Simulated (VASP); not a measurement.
LuAs (base):

```
Lu As
1.0
     0.00000    2.83819    2.83819
     2.83819    0.00000    2.83819
     2.83819    2.83819    0.00000
Lu As
1 1
Direct
  0.50000 0.50000 0.50000
  0.00000 0.00000 0.00000
```

```yaml
Program: VASP 6.6.1
Task: relaxation of cell and atoms
Functional: PBEsol
Potentials_or_basis: VASP PAW PBE potentials, release 64 (Lu, As)
Cutoff: 600 eV
k_mesh: 12 × 12 × 12
Occupations: gaussian, width 0.1 eV
Spin: no spin polarisation
```

At the start: pressure -2.4 GPa; volume 22.86 Å³/atom.

Q: Where does the relaxation end?

A: Over 12 steps the energy falls by 5.3 meV/atom and the volume is 22.18 Å³/atom (-3.0 %); space group Fm-3m (No. 225, to 0.05 Å).

The path:
```tsv
step	energy change (eV)	largest force (eV/Å)	pressure (GPa)	volume (Å³)
1	0.0000	0.0000	-2.44	45.73
2	-0.0054	0.0000	1.87	43.46
3	-0.0106	0.0000	-0.01	44.37
4	-0.0106	0.0000	0.03	44.34
5	-0.0106	0.0000	0.04	44.37
6	-0.0106	0.0000	-0.14	44.45
7	-0.0106	0.0000	-0.03	44.39
8	-0.0106	0.0000	-0.03	44.38
9	-0.0106	0.0000	-0.02	44.37
10	-0.0106	0.0000	-0.02	44.37
11	-0.0106	0.0000	-0.02	44.37
12	-0.0106	0.0000	0.01	44.37
```

Final structure:
```xyz
2
Lattice="0.0000 2.8099 2.8099 2.8099 0.0000 2.8099 2.8099 2.8099 0.0000" Properties=species:S:1:pos:R:3 pbc="T T T"
Lu    2.8099    2.8099    2.8099
As    0.0000    0.0000    0.0000
```

Caveat: the PAW data sets were made with another functional, which shifts forces and pressure a little.
